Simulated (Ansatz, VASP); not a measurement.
# Two plane-wave programs on Ga

Contents of INCAR:

```
SYSTEM = Ga
ALGO = Fast
EDIFF = 1E-6
ENCUT = 520
GGA = PS
ISIF = 2
ISMEAR = 0
LASPH = .True.
LCHARG = .False.
LREAL = .False.
LWAVE = .False.
NBANDS = 12
NELM = 80
PREC = Accurate
SIGMA = 0.15
```

File KPOINTS:

```
k-points
0
Gamma
  24 24 24
  0 0 0
```

Contents of POSCAR:

```
Ga
1.0
   -1.4040000000      1.4040000000      2.2958700000
    1.4040000000     -1.4040000000      2.2958700000
    1.4040000000      1.4040000000     -2.2958700000
Ga
1
Direct
    0.0000000000      0.0000000000      0.0000000000
```

Input for Ansatz:

```yaml
crystal:
  lattice:
    - [-1.404, 1.404, 2.29587]
    - [1.404, -1.404, 2.29587]
    - [1.404, 1.404, -2.29587]
  atoms:
    - { symbol: Ga, position: [0.0, 0.0, 0.0] }
basis:
  ecutwfc: 420
kpoints:
  mp_grid: { grid: [24, 24, 24] }
hamiltonian:
  xc: pbesol
scf:
  occupations: { method: gaussian, width: 0.15 }
output:
  forces: true
  stress: true
  eigenvalues: true
```

Change from the starting cell: strain +0.000 along x and y, +0.030 along z, atoms carried along.

Alike in both runs: task single point; functional PBEsol; k mesh 24 × 24 × 24; occupations gaussian, width 0.15 eV; no spin polarisation.

```csv
,VASP,Ansatz
version,VASP 6.6.1,Ansatz 0.2.0
potentials or method,"VASP PAW PBE potentials, release 64 (Ga_d), cutoff 520 eV","scalar-relativistic, plane waves, PAW"
valence electrons in the cell,13,13
```

|  | VASP | Ansatz | Ansatz less VASP |
| --- | --- | --- | --- |
| gap on the k mesh at the Fermi level (eV) | none | none | - |
| pressure (GPa) | -1.1 | -1.2 | -0.08 |
| traceless stress, the component that is largest in VASP (GPa) | -0.20 | -0.20 | +0.007 |

VASP's potentials were made for PBE, not for PBEsol. A gap of «none» marks a metal or a gap that the smearing closes. With one functional, cell and mesh, what is left measures potentials, basis and numerics.
